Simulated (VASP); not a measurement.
Set up this calculation in VASP 6.6.1, as the native input.

```yaml
Task: relaxation of cell and atoms
Functional: PBE
Potentials_or_basis: VASP PAW PBE potentials, release 64 (H, Mo_sv)
Cutoff: 600 eV
k_mesh: 18 × 18 × 12
Occupations: gaussian, width 0.1 eV
Spin: no spin polarisation
Dipole_correction: no
Further_INCAR_settings: ALGO = Normal; EDIFF = 1e-07; IBRION = 2; EDIFFG = -0.01; NSW = 100; ISIF = 3
```

The structure of MoH3 lies in POSCAR:

```
MoH3
1.0
    2.9409737648      0.0000000000      0.0000000000
   -1.4704868824      2.5469579922      0.0000000000
    0.0000000000      0.0000000000      3.7722474091
H Mo
3 1
Direct
    0.3333333333      0.6666666667      0.7791658215
    0.6666666667      0.3333333333      0.2208341785
    0.0000000000      0.0000000000      0.5000000000
    0.0000000000      0.0000000000      0.0000000000
```

The cell was generated, and may not be a known phase.

The input as run:

INCAR

```
SYSTEM = MoH3
ALGO = Normal
EDIFF = 1E-7
EDIFFG = -0.01
ENCUT = 600
GGA = PE
IBRION = 2
ISIF = 3
ISMEAR = 0
LASPH = .True.
LCHARG = .False.
LREAL = .False.
LWAVE = .False.
NELM = 60
NSW = 100
PREC = Accurate
SIGMA = 0.1
```

KPOINTS

```
k-points
0
Gamma
  18 18 12
  0 0 0
```

Potentials or basis: VASP PAW PBE potentials, release 64 (H, Mo_sv).

The run is started by

```bash
$ cat potpaw_PBE.64/H/POTCAR potpaw_PBE.64/Mo_sv/POTCAR > POTCAR
$ mpirun -np 1 vasp_std > vasp.out
```

Results of the run:

```yaml
Relaxed_volume: 7.00 Å³/atom
Relaxed_cell: a = 2.922 Å, b = 2.922 Å, c = 3.786 Å, α = 90.00°, β = 90.00°, γ = 120.00°
Space_group_after_relaxing_to_0.1_Å: P-3m1 (No. 164)
Energy_gained_by_relaxing: 0.6 meV/atom
Ionic_steps: 8
Pressure_after_relaxing: 0.0 GPa
Band_gap_on_the_k_mesh: zero (an odd number of electrons rules out a gap without spin polarisation)
```

Caveat: an odd number of electrons without spin polarisation forces a metal; a magnetic or distorted state may lie lower.

Wall time 8.8 min on 1 thread of Intel Xeon 8259CL, with other jobs on the host, peak memory 0.3 GiB.
